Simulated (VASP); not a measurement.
PbS:

```
Pb S
1.0
     0.00000    3.30098    3.30098
     3.30098    0.00000    3.30098
     3.30098    3.30098    0.00000
Pb S
1 1
Cartesian
  0.0000 0.0000 0.0000
  1.6505 1.6505 1.6505
```

Base run:

- Program: VASP 6.6.1
- Functional: PBE
- Potentials or basis: VASP PAW PBE potentials, release 64 (Pb_d, S)
- Cutoff: 520 eV
- k mesh: 4 × 4 × 4
- Occupations: gaussian, width 0.01 eV
- Spin: no spin polarisation

Its results: band gap on the k mesh 0.80 eV (least direct gap 1.27 eV); pressure 0.7 GPa.

Question: The run is repeated on the same cell with these changes: k mesh from 4 × 4 × 4 to 6 × 6 × 6; further incar settings from ALGO = Normal; EDIFF = 1e-06; NBANDS = 17 to ALGO = Normal; EDIFF = 1e-07; NBANDS = 17. What comes out?

Answer: Band gap on the k mesh 0.91 eV (least direct gap 1.27 eV); pressure 0.7 GPa.

Caveats: spin-orbit coupling is left out, which moves the levels of the heavy elements.

A k mesh can miss the band edges.
